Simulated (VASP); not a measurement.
# BaTiO3 (R3m) in VASP: single point with HSE06

Aim: the single point of BaTiO3 with HSE06.

All numbers are computed with VASP 6.6.1; they aren't measurements. Logs are shortened: lines on timing, memory, paths and dates and some standing lists are left out, and cuts for length are marked.

### Step 1. The cell of the first run

It takes space group R3m (No. 160, trigonal). Conventional cell: a = 5.898 Å, b = 5.898 Å, c = 7.262 Å, α = 90.00°, β = 90.00°, γ = 120.00°. Within 3.8 Å of Ba (site symmetry 3m) lie 12 O at 2.83 to 3.10 Å and 8 Ti at 3.51 to 3.76 Å. Within 2.4 Å of Ti (site symmetry 3m) lie 6 O at 1.84 to 2.36 Å. Within 2.4 Å of O (site symmetry m) lie 2 Ti at 1.84 to 2.36 Å.

### Step 2. Single point, HSE06 (strain +3.8%)

The input, POSCAR:

```
BaTiO3
1.0
    2.9487702473      1.7024732960      2.4206441016
   -2.9487702473      1.7024732960      2.4206441016
    0.0000000000     -3.4049465921      2.4206441016
Ba Ti O
1 1 3
Direct
   -0.0111179424     -0.0111179424     -0.0111179424
    0.4716041354      0.4716041354      0.4716041354
    0.5122223179      0.5122223179      0.0342691711
    0.0342691711      0.5122223179      0.5122223179
    0.5122223179      0.0342691711      0.5122223179
```

The input, INCAR.step1:

```
PREC = Accurate
ENCUT = 520
EDIFF = 1E-5
ISMEAR = 0
SIGMA = 0.01
LREAL = F
LASPH = T
NELM = 100
ALGO = Normal
ISIF = 2
LWAVE = T
LCHARG = F
GGA = PE
NBANDS = 28
```

The input, INCAR.step2:

```
PREC = Accurate
ENCUT = 520
EDIFF = 1E-7
ISMEAR = 0
SIGMA = 0.01
LREAL = F
LASPH = T
NELM = 100
ALGO = Normal
ISIF = 2
LWAVE = F
LCHARG = F
GGA = PE
LHFCALC = T
HFSCREEN = 0.2079
PRECFOCK = Fast
ISTART = 1
NBANDS = 28
```

The input, KPOINTS:

```
regular mesh
0
Gamma
  4 4 4
```

Potentials or basis: VASP PAW PBE potentials, release 64 (Ba_sv, Ti_sv, O).

On the command line:

```console
> cat potpaw_PBE.64/Ba_sv/POTCAR potpaw_PBE.64/Ti_sv/POTCAR potpaw_PBE.64/O/POTCAR > POTCAR
> cp INCAR.step1 INCAR
> mpirun -np 1 vasp_std > vasp.out
> cp INCAR.step2 INCAR
> mpirun -np 1 vasp_std > vasp.out
```

OUTCAR:

```text
PREC = Accurate
   ENCUT = 520
   EDIFF = 1E-7
   ISMEAR = 0
   LREAL = F
   LASPH = T
   NELM = 100
   ISIF = 2
   GGA = PE
   LHFCALC = T
   HFSCREEN = 0.2079
   PRECFOCK = Fast
   ISTART = 1

 ion  position               nearest neighbor table
   1  0.989  0.989  0.989-   3 2.83   4 2.83   5 2.83   4 2.96   5 2.96   5 2.96   4 2.96   3 2.96
                             3 2.96   3 3.10   4 3.10   5 3.10   2 3.51   2 3.57   2 3.57   2 3.57
   2  0.472  0.472  0.472-   4 1.84   5 1.84   3 1.84   5 2.36   4 2.36   3 2.36   1 3.51   1 3.57
                             1 3.57   1 3.57   1 3.66   1 3.66   1 3.66   1 3.76
   3  0.512  0.512  0.034-   2 1.84   2 2.36   1 2.83   1 2.96   1 2.96   1 3.10
   4  0.034  0.512  0.512-   2 1.84   2 2.36   1 2.83   1 2.96   1 2.96   1 3.10
   5  0.512  0.034  0.512-   2 1.84   2 2.36   1 2.83   1 2.96   1 2.96   1 3.10

  LATTYP: Found a trigonal (rhomboedric) cell.
 ALAT       =     4.1777002240
 COS(alpha) =     0.0035917364

  Lattice vectors:

 A1 = (   2.9487702473,   1.7024732960,   2.4206441016)
 A2 = (  -2.9487702473,   1.7024732960,   2.4206441016)
 A3 = (   0.0000000000,  -3.4049465921,   2.4206441016)

Analysis of symmetry for initial positions (statically):
=====================================================================
 Subroutine PRICEL returns:
 Original cell was already a primitive cell.

 Routine SETGRP: Setting up the symmetry group for a
 trigonal (rhombohedral) supercell.

 Subroutine GETGRP returns: Found  6 space group operations
 (whereof  6 operations were pure point group operations)
 out of a pool of 12 trial point group operations.

The static configuration has the point symmetry C_3v.

Analysis of symmetry for dynamics (positions and initial velocities):
=====================================================================
 Subroutine PRICEL returns:
 Original cell was already a primitive cell.

 Routine SETGRP: Setting up the symmetry group for a
 trigonal (rhombohedral) supercell.

 Subroutine GETGRP returns: Found  6 space group operations
 (whereof  6 operations were pure point group operations)
 out of a pool of 12 trial point group operations.

The dynamic configuration has the point symmetry C_3v.

 Subroutine INISYM returns: Found  6 space group operations
 (whereof  6 operations are pure point group operations),
 and found     1 'primitive' translations

----------------------------------------------------------------------------------------

                                     Primitive cell

  volume of cell :      72.9127

  direct lattice vectors                    reciprocal lattice vectors
     2.948770247  1.702473296  2.420644102     0.169562210  0.097896788  0.137704396
    -2.948770247  1.702473296  2.420644102    -0.169562210  0.097896788  0.137704396
     0.000000000 -3.404946592  2.420644102     0.000000000 -0.195793575  0.137704396

  length of vectors
     4.177700224  4.177700224  4.177700224     0.239369223  0.239369223  0.239369223

  position of ions in fractional coordinates (direct lattice)
     0.988882058  0.988882058  0.988882058
     0.471604135  0.471604135  0.471604135
     0.512222318  0.512222318  0.034269171
     0.034269171  0.512222318  0.512222318
     0.512222318  0.034269171  0.512222318

  ion indices of the primitive-cell ions
   primitive index   ion index
                 1           1
                 2           2
                 3           3
                 4           4
                 5           5

----------------------------------------------------------------------------------------

 KPOINTS: regular mesh

Automatic generation of k-mesh.
 Grid dimensions read from file:
 generate k-points for:    4    4    4

 Generating k-lattice:

  Cartesian coordinates                     Fractional coordinates (reciprocal lattice)
     0.042390553  0.024474197  0.034426099     0.250000000  0.000000000 -0.000000000
    -0.042390553  0.024474197  0.034426099     0.000000000  0.250000000 -0.000000000
     0.000000000 -0.048948394  0.034426099    -0.000000000 -0.000000000  0.250000000

  Length of vectors
     0.059842306  0.059842306  0.059842306

  Shift w.r.t. Gamma in fractional coordinates (k-lattice)
     0.000000000  0.000000000  0.000000000

 Subroutine IBZKPT returns following result:
 ===========================================

 Found     13 irreducible k-points:

 Following reciprocal coordinates:
            Coordinates               Weight
  0.000000  0.000000  0.000000      1.000000
  0.250000  0.000000 -0.000000      6.000000
  0.500000  0.000000 -0.000000      3.000000
  0.250000  0.250000 -0.000000      6.000000
  0.500000  0.250000  0.000000     12.000000
 -0.250000  0.250000  0.000000      6.000000
  0.500000  0.500000 -0.000000      3.000000
  0.250000  0.250000  0.250000      2.000000
  0.500000  0.250000  0.250000      6.000000
 -0.250000  0.250000  0.250000      6.000000
  0.500000  0.500000  0.250000      6.000000
 -0.250000  0.500000  0.250000      6.000000
  0.500000  0.500000  0.500000      1.000000
   k-points           NKPTS =     13   k-points in BZ     NKDIM =     64   number of bands    NBANDS=     28
   number of dos      NEDOS =    301   number of ions     NIONS =      5
   total plane-waves  NPLWV =  32768
   dimension x,y,z NGX =    32 NGY =   32 NGZ =   32
   dimension x,y,z NGXF=    64 NGYF=   64 NGZF=   64
   ions per type =               1   1   3
   NGX,Y,Z   is equivalent  to a cutoff of  12.73, 12.73, 12.73 a.u.
   NGXF,Y,Z  is equivalent  to a cutoff of  25.47, 25.47, 25.47 a.u.
 SYSTEM =  unknown system
   PREC   = accura    normal or accurate (medium, high low for compatibility)
   ISTART =      1    job   : 0-new  1-cont  2-samecut
   ICHARG =      0    charge: 1-file 2-atom 10-const
   ISPIN  =      1    spin polarized calculation?
   LNONCOLLINEAR =      F non collinear calculations
   LSORBIT =      F    spin-orbit coupling
   LASPH  =      T    aspherical Exc in radial PAW
   ENCUT  =  520.0 eV  38.22 Ry    6.18 a.u.   7.77  7.77  7.77*2*pi/ulx,y,z
   NELM   =    100;   NELMIN=  2; NELMDL=  0     # of ELM steps
   EDIFF  = 0.1E-06   stopping-criterion for ELM
   LREAL  =      F    real-space projection
   EDIFFG = 0.1E-05   stopping-criterion for IOM
   NSW    =      0    number of steps for IOM
   IBRION =     -1    ionic relax: 0-MD 1-quasi-New 2-CG
   NFREE  =      0    steps in history (QN), initial steepest desc. (CG)
   ISIF   =      2    stress and relaxation
   ISYM   =      3    0-nonsym 1-usesym 2-fastsym
   POTIM  = 0.5000    time-step for ionic-motion
   TEBEG  =    0.0;   TEEND  =   0.0 temperature during run
   PSTRESS=    0.0 pullay stress
   NELECT =      40.0000    total number of electrons
   NUPDOWN=      -1.0000    fix difference up-down
   EMIN   =  10.00;   EMAX   =-10.00  energy-range for DOS
   EFERMI =   0.00;   METHOD = LEGACY
   ISMEAR =     0;   SIGMA  =   0.01  broadening in eV -4-tet -1-fermi 0-gaus
   EFERMI_NEDOS =   21; number of points for ismear=-14 and -15
   IALGO  =     38    algorithm
   IMIX   =      1    mixing-type and parameters
     AMIX     =   0.40;   BMIX     =  1.00
     AMIX_MAG =   1.60;   BMIX_MAG =  1.00
  volume/ion in A,a.u.               =      14.58        98.41
  Fermi-wavevector in a.u.,A,eV,Ry     =   1.340171  2.532557 24.436872  1.796059
  Thomas-Fermi vector in A             =   2.468505
   LORBIT       =      0    0 simple, 1 ext, 2 COOP (PROOUT), +10 PAW based schemes
   GGA     = PE    functional components
   LHFCALC =     T    Hartree Fock is set to
   PRECFOCK=fast      Normal, Fast or Accurate (Low or Medium for compatibility)
   ENCUT4O =  -1.0   cutoff for four orbital integrals eV
   NKREDX  =     1    reduce k-point grid by
   NKREDY  =     1    reduce k-point grid by
   NKREDZ  =     1    reduce k-point grid by
   AEXX    =    0.2500 exact exchange contribution
   HFSCREEN=    0.2079 screening length (either q_TF or 0.3 A-1)
   HFSCREENC=   0.2079 screening length for correlation (either q_TF or 0.3 A-1)
   ENCUTFOCK=  -1.0 apply spherical cutoff to Coloumb kernel
   IVDW    =     0    specifies the selected vdW correction
   LEPSILON=     F    determine dielectric tensor
   LRPA    =     F    only Hartree local field effects (RPA)
 non-spin polarized calculation
 Gauss-broadening in eV      SIGMA  =   0.01
  energy-cutoff  :      520.00
  volume of cell :       72.91
 maximum number of plane-waves:      1977
  NGX = 18; NGY = 18; NGZ = 18

 number of electron      40.0000001 magnetization

 Free energy of the ion-electron system (eV)
  ---------------------------------------------------
  ext. energy  EPLUGINS =         0.00000000
  ---------------------------------------------------
  free energy    TOTEN  =       -48.24501921 eV

  energy without entropy =      -48.24501921  energy(sigma->0) =      -48.24501921

 E-fermi :   1.8900     XC(G=0):  -8.6771

 val. band max:        1.7481240046   @ k =   0.5000   0.5000   0.5000
 cond. band min:       6.3147337436   @ k =   0.2500   0.0000  -0.0000
 fundamental gap:      4.5666097390
 Fermi energy:         1.8900342515

 k-point     1 :       0.0000    0.0000    0.0000
  band No.  band energies     occupation
      1     -58.7123      2.00000
      2     -33.3429      2.00000
      3     -33.3338      2.00000
      4     -33.3338      2.00000
      5     -24.7464      2.00000
      6     -16.3200      2.00000
[... 20 lines left out ...]
     27       8.3077      0.00000
     28       9.3700      0.00000

 k-point     2 :       0.2500    0.0000   -0.0000
  band No.  band energies     occupation
      1     -58.7121      2.00000
      2     -33.3521      2.00000
      3     -33.3379      2.00000
      4     -33.3330      2.00000
      5     -24.7123      2.00000
      6     -16.3181      2.00000
[... 20 lines left out ...]
     27       9.1801      0.00000
     28      10.7684      0.00000

 k-point     3 :       0.5000    0.0000   -0.0000
  band No.  band energies     occupation
      1     -58.7119      2.00000
      2     -33.3654      2.00000
      3     -33.3379      2.00000
      4     -33.3322      2.00000
      5     -24.6777      2.00000
      6     -16.3689      2.00000
[... 275 lines left out ...]
      3     -33.3498      2.00000
      4     -33.3453      2.00000
      5     -24.6318      2.00000
      6     -15.9832      2.00000
[... 20 lines left out ...]
     27      10.9424      0.00000
     28      11.0857      0.00000

 k-point    13 :       0.5000    0.5000    0.5000
  band No.  band energies     occupation
      1     -58.7111      2.00000
      2     -33.3664      2.00000
      3     -33.3579      2.00000
      4     -33.3579      2.00000
      5     -24.5883      2.00000
      6     -15.5899      2.00000
[... 20 lines left out ...]
     27      11.1481      0.00000
     28      11.1481      0.00000

------------------------ aborting loop because EDIFF is reached ----------------------------------------

  FORCE on cell =-STRESS in cart. coord.  units (eV):
  Direction    XX          YY          ZZ          XY          YZ          ZX
  --------------------------------------------------------------------------------------
  -------------------------------------------------------------------------------------
  Total       -4.6170784     -4.6170784     -3.3662547      0.0000000      0.0000000      0.0000000
  in kB     -101.4552195   -101.4552195    -73.9697446      0.0000000      0.0000000      0.0000000
  external PRESSURE =     -92.2933946 kB  Pullay stress =       0.0000000 kB

 VOLUME and BASIS-vectors are now :
 -----------------------------------------------------------------------------
  energy-cutoff  :      520.00
  volume of cell :       72.91
      direct lattice vectors                 reciprocal lattice vectors
     2.948770247  1.702473296  2.420644102     0.169562210  0.097896788  0.137704396
    -2.948770247  1.702473296  2.420644102    -0.169562210  0.097896788  0.137704396
     0.000000000 -3.404946592  2.420644102     0.000000000 -0.195793575  0.137704396

 POSITION                                       TOTAL-FORCE (eV/Angst)
 -----------------------------------------------------------------------------------
      0.00000     -0.00000      7.18119         0.000000     -0.000000      0.011555
      0.00000     -0.00000      3.42476         0.000000      0.000000     -0.259941
      0.00000      1.62740      2.56277         0.000000     -0.200094      0.082795
     -1.40937     -0.81370      2.56277         0.173286      0.100047      0.082795
      1.40937     -0.81370      2.56277        -0.173286      0.100047      0.082795
 -----------------------------------------------------------------------------------
    total drift:                                0.000000      0.000002     -0.002224

  FREE ENERGIE OF THE ION-ELECTRON SYSTEM (eV)
  ---------------------------------------------------
  free  energy   TOTEN  =       -48.2450192137 eV

  energy  without entropy=      -48.2450192137  energy(sigma->0) =      -48.24501921
```

It took 76 min on 1 thread of Oxide Virtual Turin-like, shared host; peak memory 0.28 GiB.

Results:

```
Free energy            : -48.2450 eV
Pressure               : -9.2 GPa
Largest force          : 0.260 eV/Å
Band gap on the k mesh : 4.57 eV (least direct gap 5.19 eV)
```

Forces in eV/Å, atoms in the order of the input:
```
Ba   0.000  0.000  0.012
Ti   0.000  0.000 -0.260
O    0.000 -0.200  0.083
O    0.173  0.100  0.083
O   -0.173  0.100  0.083
```

Stress tensor (GPa, compression positive):
```
-10.15   0.00   0.00
  0.00 -10.15   0.00
  0.00   0.00  -7.40
```

Caveat: the cell differs from its parent crystal (strain +3.8%); the cell stands under tension; the PAW data sets were made with another functional, which shifts forces and pressure a little; spin-orbit coupling is left out, which moves the levels of the heavy elements. A k mesh can miss the band edges.
